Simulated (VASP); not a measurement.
# Si12CN16 (a cell with a defect) (C interstitial hop between voids) in VASP: notebook

The runs below take Si12CN16 (a cell with a defect) (C interstitial hop between voids) through single point, with PBE.

All numbers are computed with VASP 6.6.1; they aren't measurements. Logs are shortened: lines on timing, memory, paths and dates and some standing lists are left out, and cuts for length are marked.

### 1 The cell of the first run

The cell holds a defect, 29 atoms: a = 7.663 Å, b = 7.663 Å, c = 5.852 Å, α = 90.00°, β = 90.00°, γ = 120.00°.

### 2 Single point, PBE

The input, INCAR:

```
SYSTEM = Si12CN16
PREC = Accurate
ENCUT = 520
EDIFF = 1E-7
ISMEAR = -1
SIGMA = 0.01
LREAL = Auto
LASPH = .TRUE.
NELM = 60
ALGO = Normal
ISIF = 2
LWAVE = .FALSE.
LCHARG = .FALSE.
GGA = PE
NBANDS = 86
```

The input, KPOINTS:

```
Automatic mesh
0
G
  1 1 1
  0 0 0
```

The input, POSCAR:

```
Si12CN16
1.0
    7.6633883341      0.0000000029      0.0000000000
   -3.8316941696      6.6366889750      0.0000000000
    0.0000000000      0.0000000000      5.8522780000
Si N C
12 16 1
Direct
    0.2298559787      0.8213607395      0.3746526261
    0.4037771516      0.2236201239      0.1218940176
    0.8231497980      0.5943342366      0.1272398107
    0.1785937526      0.4022150328      0.3754925717
    0.5910960034      0.7645707306      0.3782408128
    0.7620560870      0.1756792244      0.1467587752
    0.2265744338      0.8129883553      0.8753029428
    0.4073557253      0.2243635604      0.6238020570
    0.8248528280      0.5945617306      0.6261262978
    0.1608287389      0.3689093434      0.8684585703
    0.5842105609      0.7510389107      0.8801980746
    0.7759170811      0.1798281753      0.6198918886
    0.3313232505      0.6616401576      0.3735084495
    0.6647551750      0.3318019364      0.1312207499
    0.9662737392      0.6750942331      0.3751801148
    0.3068234151      0.9612175605      0.1213356944
    0.6583676416      0.6896920769      0.1307688883
    0.3226699124      0.2825557429      0.3729157799
    0.0255500161      0.3318225015      0.1331340536
    0.6896648965      0.0253546468      0.3831942320
    0.3256232439      0.6522528415      0.8712897831
    0.6688548979      0.3316802999      0.6215086194
    0.9629173115      0.6631643455      0.8777280873
    0.2968103633      0.9605596094      0.6282945158
    0.6717288233      0.7042342965      0.6278326546
    0.3601516384      0.3139450661      0.8718543800
    0.0324723288      0.3302034186      0.6122858447
    0.7451033931      0.0429225875      0.8864668971
   -0.0325002467      0.1019952537     -0.0230123967
```

Potentials or basis: VASP PAW PBE potentials, release 64 (Si, N, C).

Run with:

```console
$ cat potpaw_PBE.64/Si/POTCAR potpaw_PBE.64/N/POTCAR potpaw_PBE.64/C/POTCAR > POTCAR
$ mpirun -np 1 vasp_gam > vasp.out
```

OUTCAR:

```text
SYSTEM = Si12CN16
   PREC = Accurate
   ENCUT = 520
   EDIFF = 1E-7
   ISMEAR = -1
   LREAL = Auto
   LASPH = .TRUE.
   NELM = 60
   ISIF = 2
   GGA = PE

 ion  position               nearest neighbor table
   1  0.230  0.821  0.375-  13 1.75  24 1.75  16 1.75  15 1.75   7 2.92   7 2.93   5 3.01   4 3.03
                             8 3.05   2 3.06   3 3.07   9 3.07
   2  0.404  0.224  0.122-  26 1.72  18 1.74  14 1.74  16 1.76   8 2.92   8 2.94   6 2.95  10 3.00
                             3 3.04   1 3.06   4 3.07   7 3.09
   3  0.823  0.594  0.127-  23 1.73  15 1.74  17 1.75  14 1.75   9 2.92   9 2.93   6 3.00  11 3.01
                             2 3.04   5 3.06   7 3.06   1 3.07
   4  0.179  0.402  0.375-  27 1.69  13 1.73  19 1.75  18 1.75  10 2.89  10 2.98   5 2.99   1 3.03
                            12 3.04   2 3.07   8 3.07   6 3.07
   5  0.591  0.765  0.378-  17 1.73  25 1.74  13 1.74  20 1.75  11 2.92  11 2.94   4 2.99   1 3.01
                             3 3.06   9 3.06   6 3.06  12 3.10
   6  0.762  0.176  0.147-  14 1.70  20 1.71  19 1.76  28 1.80  29 2.16  12 2.77   2 2.95   3 3.00
                             5 3.06   4 3.07  12 3.08  10 3.11
   7  0.227  0.813  0.875-  21 1.74  16 1.74  24 1.75  23 1.76   1 2.92   1 2.93  11 3.01   9 3.04
                             3 3.06   2 3.09   8 3.11
   8  0.407  0.224  0.624-  26 1.72  22 1.74  18 1.75  24 1.76   2 2.92   2 2.94  10 2.99  12 3.01
                             9 3.03   1 3.05   4 3.07   7 3.11
   9  0.825  0.595  0.626-  23 1.73  15 1.74  25 1.75  22 1.75   3 2.92   3 2.93  12 3.01   8 3.03
                             7 3.04  11 3.04   5 3.06   1 3.07
  10  0.161  0.369  0.868-  27 1.74  26 1.78  19 1.81  21 1.89  29 1.94   4 2.89  12 2.94   4 2.98
                             8 2.99   2 3.00  11 3.10   6 3.11
  11  0.584  0.751  0.880-  17 1.72  25 1.73  21 1.73  28 1.94   5 2.92   5 2.94   7 3.01   3 3.01
                             9 3.04  10 3.10
  12  0.776  0.180  0.620-  27 1.71  20 1.72  22 1.73  28 1.83   6 2.77  10 2.94   9 3.01   8 3.01
                             4 3.04   6 3.08   5 3.10
  13  0.331  0.662  0.374-   4 1.73   5 1.74   1 1.75
  14  0.665  0.332  0.131-   6 1.70   2 1.74   3 1.75
  15  0.966  0.675  0.375-   3 1.74   9 1.74   1 1.75
  16  0.307  0.961  0.121-   7 1.74   1 1.75   2 1.76
  17  0.658  0.690  0.131-  11 1.72   5 1.73   3 1.75
  18  0.323  0.283  0.373-   2 1.74   8 1.75   4 1.75
  19  0.026  0.332  0.133-   4 1.75   6 1.76  10 1.81  29 1.83
  20  0.690  0.025  0.383-   6 1.71  12 1.72   5 1.75
  21  0.326  0.652  0.871-  11 1.73   7 1.74  10 1.89
  22  0.669  0.332  0.622-  12 1.73   8 1.74   9 1.75
  23  0.963  0.663  0.878-   3 1.73   9 1.73   7 1.76
  24  0.297  0.961  0.628-   7 1.75   1 1.75   8 1.76
  25  0.672  0.704  0.628-  11 1.73   5 1.74   9 1.75
  26  0.360  0.314  0.872-   8 1.72   2 1.72  10 1.78
  27  0.032  0.330  0.612-   4 1.69  12 1.71  10 1.74
  28  0.745  0.043  0.886-  29 1.62   6 1.80  12 1.83  11 1.94
  29  0.967  0.102  0.977-  28 1.62  19 1.83  10 1.94   6 2.16

  LATTYP: Found a hexagonal cell.
 ALAT       =     7.6633883341
 C/A-ratio  =     0.7636671593

  Lattice vectors:

 A1 = (   7.6633883341,   0.0000000029,   0.0000000000)
 A2 = (  -3.8316941696,   6.6366889750,   0.0000000000)
 A3 = (   0.0000000000,   0.0000000000,   5.8522780000)

Analysis of symmetry for initial positions (statically):
=====================================================================
 Subroutine PRICEL returns:
 Original cell was already a primitive cell.

 Routine SETGRP: Setting up the symmetry group for a
 hexagonal supercell.

 Subroutine GETGRP returns: Found  1 space group operations
 (whereof  1 operations were pure point group operations)
 out of a pool of 24 trial point group operations.

The static configuration has the point symmetry C_1 .

Analysis of symmetry for dynamics (positions and initial velocities):
=====================================================================
 Subroutine PRICEL returns:
 Original cell was already a primitive cell.

 Routine SETGRP: Setting up the symmetry group for a
 hexagonal supercell.

 Subroutine GETGRP returns: Found  1 space group operations
 (whereof  1 operations were pure point group operations)
 out of a pool of 24 trial point group operations.

The dynamic configuration has the point symmetry C_1 .

 Subroutine INISYM returns: Found  1 space group operations
 (whereof  1 operations are pure point group operations),
 and found     1 'primitive' translations

----------------------------------------------------------------------------------------

                                     Primitive cell

  volume of cell :     297.6441

  direct lattice vectors                    reciprocal lattice vectors
     7.663388334  0.000000003  0.000000000     0.130490581  0.075338772  0.000000000
    -3.831694170  6.636688975  0.000000000    -0.000000000  0.150677545  0.000000000
     0.000000000  0.000000000  5.852278000     0.000000000  0.000000000  0.170873632

  length of vectors
     7.663388334  7.663388334  5.852278000     0.150677545  0.150677545  0.170873632

  position of ions in fractional coordinates (direct lattice)
     0.229855979  0.821360740  0.374652626
     0.403777152  0.223620124  0.121894018
     0.823149798  0.594334237  0.127239811
     0.178593753  0.402215033  0.375492572
     0.591096003  0.764570731  0.378240813
     0.762056087  0.175679224  0.146758775
[... 21 lines left out ...]
     0.745103393  0.042922588  0.886466897
     0.967499753  0.101995254  0.976987603

  ion indices of the primitive-cell ions
   primitive index   ion index
                 1           1
                 2           2
                 3           3
                 4           4
                 5           5
                 6           6
[... 21 lines left out ...]
                28          28
                29          29

----------------------------------------------------------------------------------------

 KPOINTS: Automatic mesh

Automatic generation of k-mesh.
 Grid dimensions read from file:
 generate k-points for:    1    1    1

 Generating k-lattice:

  Cartesian coordinates                     Fractional coordinates (reciprocal lattice)
     0.130490581  0.075338772  0.000000000     1.000000000  0.000000000  0.000000000
    -0.000000000  0.150677545  0.000000000     0.000000000  1.000000000  0.000000000
     0.000000000  0.000000000  0.170873632     0.000000000  0.000000000  1.000000000

  Length of vectors
     0.150677545  0.150677545  0.170873632

  Shift w.r.t. Gamma in fractional coordinates (k-lattice)
     0.000000000  0.000000000  0.000000000

 Subroutine IBZKPT returns following result:
 ===========================================

 Found      1 irreducible k-points:

 Following reciprocal coordinates:
            Coordinates               Weight
  0.000000  0.000000  0.000000      1.000000
   k-points           NKPTS =      1   k-points in BZ     NKDIM =      1   number of bands    NBANDS=     86
   number of dos      NEDOS =    301   number of ions     NIONS =     29
   total plane-waves  NPLWV = 172800
   dimension x,y,z NGX =    60 NGY =   60 NGZ =   48
   dimension x,y,z NGXF=   120 NGYF=  120 NGZF=   96
   ions per type =              12  16   1
   NGX,Y,Z   is equivalent  to a cutoff of  13.02, 13.02, 13.64 a.u.
   NGXF,Y,Z  is equivalent  to a cutoff of  26.03, 26.03, 27.27 a.u.
 SYSTEM =  Si12CN16
   PREC   = accura    normal or accurate (medium, high low for compatibility)
   ISTART =      0    job   : 0-new  1-cont  2-samecut
   ICHARG =      2    charge: 1-file 2-atom 10-const
   ISPIN  =      1    spin polarized calculation?
   LNONCOLLINEAR =      F non collinear calculations
   LSORBIT =      F    spin-orbit coupling
   LASPH  =      T    aspherical Exc in radial PAW
   ENCUT  =  520.0 eV  38.22 Ry    6.18 a.u.  14.25 14.25 10.88*2*pi/ulx,y,z
   NELM   =     60;   NELMIN=  2; NELMDL= -5     # of ELM steps
   EDIFF  = 0.1E-06   stopping-criterion for ELM
   LREAL  =      T    real-space projection
   EDIFFG = 0.1E-05   stopping-criterion for IOM
   NSW    =      0    number of steps for IOM
   IBRION =     -1    ionic relax: 0-MD 1-quasi-New 2-CG
   NFREE  =      0    steps in history (QN), initial steepest desc. (CG)
   ISIF   =      2    stress and relaxation
   ISYM   =      2    0-nonsym 1-usesym 2-fastsym
   POTIM  = 0.5000    time-step for ionic-motion
   TEBEG  =    0.0;   TEEND  =   0.0 temperature during run
   PSTRESS=    0.0 pullay stress
   NELECT =     132.0000    total number of electrons
   NUPDOWN=      -1.0000    fix difference up-down
   EMIN   =  10.00;   EMAX   =-10.00  energy-range for DOS
   EFERMI =   0.00;   METHOD = LEGACY
   ISMEAR =    -1;   SIGMA  =   0.01  broadening in eV -4-tet -1-fermi 0-gaus
   EFERMI_NEDOS =   21; number of points for ismear=-14 and -15
   IALGO  =     38    algorithm
   IMIX   =      4    mixing-type and parameters
     AMIX     =   0.40;   BMIX     =  1.00
     AMIX_MAG =   1.60;   BMIX_MAG =  1.00
  volume/ion in A,a.u.               =      10.26        69.26
  Fermi-wavevector in a.u.,A,eV,Ry     =   1.248438  2.359206 21.206013  1.558598
  Thomas-Fermi vector in A             =   2.382525
   LORBIT       =      0    0 simple, 1 ext, 2 COOP (PROOUT), +10 PAW based schemes
   GGA     = PE    functional components
   LHFCALC =     F    Hartree Fock is set to
   AEXX    =    0.0000 exact exchange contribution
   IVDW    =     0    specifies the selected vdW correction
   LEPSILON=     F    determine dielectric tensor
   LRPA    =     F    only Hartree local field effects (RPA)
 non-spin polarized calculation
  energy-cutoff  :      520.00
  volume of cell :      297.64
 maximum number of plane-waves:      3980
 NGX is ok and might be reduce to    60
   NGX = 29   NGY = 29   NGZ = 21

 number of electron     132.0000001 magnetization

 Free energy of the ion-electron system (eV)
  ---------------------------------------------------
  ext. energy  EPLUGINS =         0.00000000
  ---------------------------------------------------
  free energy    TOTEN  =      -227.40768538 eV

  energy without entropy =     -227.40768538  energy(sigma->0) =     -227.40768538

 E-fermi :   8.0460     XC(G=0): -10.9021

 val. band max:        7.8069675912   @ k =   0.0000   0.0000   0.0000
 cond. band min:      10.3872754994   @ k =   0.0000   0.0000   0.0000
 fundamental gap:      2.5803079082
 Fermi energy:         8.0460463264

 k-point     1 :       0.0000    0.0000    0.0000
  band No.  band energies     occupation
      1     -11.7178      2.00000
      2     -10.5594      2.00000
      3      -9.9448      2.00000
      4      -9.3394      2.00000
      5      -9.2995      2.00000
      6      -9.1777      2.00000
[... 70 lines left out ...]
     77      12.4102      0.00000
     78      13.0408      0.00000
 [bands above 78 left out]

------------------------ aborting loop because EDIFF is reached ----------------------------------------

  FORCE on cell =-STRESS in cart. coord.  units (eV):
  Direction    XX          YY          ZZ          XY          YZ          ZX
  --------------------------------------------------------------------------------------
  -------------------------------------------------------------------------------------
  Total       -1.3853021    -13.6665691     31.3523760     -2.4210616     -1.5465313     -1.6865174
  in kB       -7.4568915    -73.5652705    168.7655483    -13.0322430     -8.3247661     -9.0782924
  external PRESSURE =      29.2477954 kB  Pullay stress =       0.0000000 kB

 VOLUME and BASIS-vectors are now :
 -----------------------------------------------------------------------------
  energy-cutoff  :      520.00
  volume of cell :      297.64
      direct lattice vectors                 reciprocal lattice vectors
     7.663388334  0.000000003  0.000000000     0.130490581  0.075338772  0.000000000
    -3.831694170  6.636688975  0.000000000    -0.000000000  0.150677545  0.000000000
     0.000000000  0.000000000  5.852278000     0.000000000  0.000000000  0.170873632

 POSITION                                       TOTAL-FORCE (eV/Angst)
 -----------------------------------------------------------------------------------
     -1.38573      5.45112      2.19257        -0.000084     -0.005356      0.001286
      2.23746      1.48410      0.71336         0.002947      0.004607      0.005344
      4.03081      3.94441      0.74464         0.000025      0.001211     -0.000030
     -0.17253      2.66938      2.19749        -0.001018     -0.010717     -0.003723
      1.60020      5.07422      2.21357         0.006447      0.005001      0.002370
      5.16678      1.16593      0.85887         0.013435      0.008748     -0.007431
[... 21 lines left out ...]
      5.54555      0.28486      5.18785        -0.031071     -0.008506     -0.011323
      7.02351      0.67691      5.71760         0.036527     -0.022483      0.012119
 -----------------------------------------------------------------------------------
    total drift:                                0.010806     -0.004998      0.003124

  FREE ENERGIE OF THE ION-ELECTRON SYSTEM (eV)
  ---------------------------------------------------
  free  energy   TOTEN  =      -227.4076853802 eV

  energy  without entropy=     -227.4076853801  energy(sigma->0) =     -227.40768538
```

Wall time 2.1 min (1 thread of AMD EPYC 7R13 (Zen 3), shared host); peak memory 0.36 GiB.

Results:

* Free energy: -227.4077 eV
* Pressure: 2.9 GPa
* Largest force: 0.045 eV/Å
* Band gap on the k mesh: 2.58 eV

Forces on the atoms (eV/Å):
```
Si   0.000 -0.005  0.001
Si   0.003  0.005  0.005
Si   0.000  0.001  0.000
Si  -0.001 -0.011 -0.004
Si   0.006  0.005  0.002
Si   0.013  0.009 -0.007
Si  -0.010  0.003 -0.002
Si  -0.002  0.000 -0.002
Si   0.000  0.002 -0.001
Si   0.001  0.016 -0.005
Si   0.015 -0.001 -0.004
Si   0.002  0.005 -0.003
N    0.002  0.000  0.000
N   -0.007 -0.001 -0.002
N    0.002  0.002 -0.002
N   -0.006  0.003 -0.004
N    0.004  0.003  0.007
N   -0.003  0.002  0.000
N   -0.004  0.011  0.014
N    0.003 -0.008 -0.001
N   -0.014 -0.006 -0.001
N   -0.004 -0.001  0.001
N    0.003  0.006  0.003
N    0.001  0.003  0.002
N    0.000  0.001 -0.005
N   -0.009 -0.010  0.005
N    0.000 -0.002  0.001
N   -0.031 -0.009 -0.011
C    0.037 -0.022  0.012
```

Caveat: the k points lie up to 1.07 Å⁻¹ apart.

### 3 Single point, PBE

The input, INCAR:

```
PREC = Accurate
ENCUT = 520
EDIFF = 1E-7
ISMEAR = -1
SIGMA = 0.01
LREAL = Auto
LASPH = True
NELM = 80
ALGO = Normal
ISIF = 2
LWAVE = False
LCHARG = False
GGA = PE
NBANDS = 86
```

The input, KPOINTS:

```
Automatic mesh
0
Gamma
  1 1 1
```

The input, POSCAR:

```
Si12CN16
1.0
    7.6633883300      0.0000000000      0.0000000000
   -3.8316941700      6.6366889800      0.0000000000
    0.0000000000      0.0000000000      5.8522780000
Si N C
12 16 1
Direct
    0.2246758404      0.8160024102      0.3730470784
    0.4024852329      0.2225831741      0.1247167955
    0.8216667188      0.5903789500      0.1239181845
    0.1801529502      0.4029239382      0.3691633355
    0.5948738919      0.7686137802      0.3753720036
    0.7649121148      0.1723749571      0.1275135564
    0.2239559288      0.8188188183      0.8711450427
    0.3692115793      0.2069929034      0.6176789194
    0.8132964955      0.5853221786      0.6245565197
    0.1759615845      0.4126104852      0.8959432240
    0.5946398658      0.7700824206      0.8765004561
    0.7513582545      0.1657194021      0.6294431149
    0.3320146995      0.6618244057      0.3707324957
    0.6619398663      0.3291987926      0.1227793761
    0.9608822536      0.6626347750      0.3775674569
    0.2827541115      0.9588602734      0.1221579673
    0.6754449990      0.7077399499      0.1244291155
    0.3305239595      0.2967087135      0.3615412445
    0.0256757893      0.3346726645      0.1324334583
    0.7046190430      0.0314081612      0.3770786711
    0.3321268011      0.6660299055      0.8804701481
    0.6525638899      0.3255402268      0.6205065951
    0.9615530098      0.6532908984      0.8705734144
    0.3143275847      0.9527609577      0.6211128803
    0.6634897357      0.6991697301      0.6269834901
    0.3322061764      0.3053640007      0.8823261458
    0.0431957191      0.2967593244      0.6357069930
    0.6900374904      0.0302385832      0.8800394805
    0.1023823234      0.1334282355     -0.2735904957
```

Potentials or basis: VASP PAW PBE potentials, release 64 (Si, N, C).

Run with:

```console
$ cat potpaw_PBE.64/Si/POTCAR potpaw_PBE.64/N/POTCAR potpaw_PBE.64/C/POTCAR > POTCAR
$ mpirun -np 1 vasp_gam > vasp.out
```

It took 2 min on 1 thread of AMD EPYC 7R13 (Zen 3), shared host; peak memory 0.36 GiB.

It converged, with:

```yaml
Free_energy: -227.4077 eV
Pressure: 2.9 GPa
Largest_force: 0.036 eV/Å
Band_gap_on_the_k_mesh: 2.58 eV
```

Forces on the atoms (eV/Å):
```
Si  -0.001 -0.002 -0.001
Si  -0.004  0.003 -0.004
Si  -0.002  0.001 -0.001
Si   0.006 -0.008 -0.007
Si   0.006  0.003 -0.001
Si   0.004  0.001 -0.001
Si   0.002 -0.005  0.005
Si   0.015  0.017 -0.004
Si   0.000  0.008 -0.001
Si   0.013 -0.011 -0.002
Si   0.003  0.002  0.001
Si   0.001 -0.007 -0.003
N   -0.003  0.002  0.001
N   -0.004 -0.003 -0.001
N    0.002  0.003  0.000
N    0.004  0.002 -0.001
N    0.000 -0.001 -0.001
N   -0.004 -0.001  0.002
N   -0.002 -0.006  0.001
N   -0.002  0.001 -0.004
N   -0.002  0.005 -0.002
N   -0.011  0.005  0.001
N   -0.002  0.006 -0.001
N   -0.015  0.001  0.002
N    0.005  0.000  0.002
N    0.010  0.000  0.016
N   -0.017  0.024 -0.010
N    0.004 -0.003  0.007
C   -0.007 -0.035  0.004
```

Stress tensor (GPa, compression positive):
```
-6.85 -2.21 -1.18
-2.21 -1.26  0.38
-1.18  0.38 16.86
```

Levels at points of the mesh, in eV from the valence-band top:
```
           k point  band 62  band 63  band 64  band 65  band 66  band 67  band 68  band 69  band 70  band 71
(0.00, 0.00, 0.00)    -1.59    -1.41    -1.37    -0.98     0.00     2.58     3.13     3.33     3.59     3.64
```

Caveat: the k points lie up to 1.07 Å⁻¹ apart.

(Continued in part 2 of 2.)
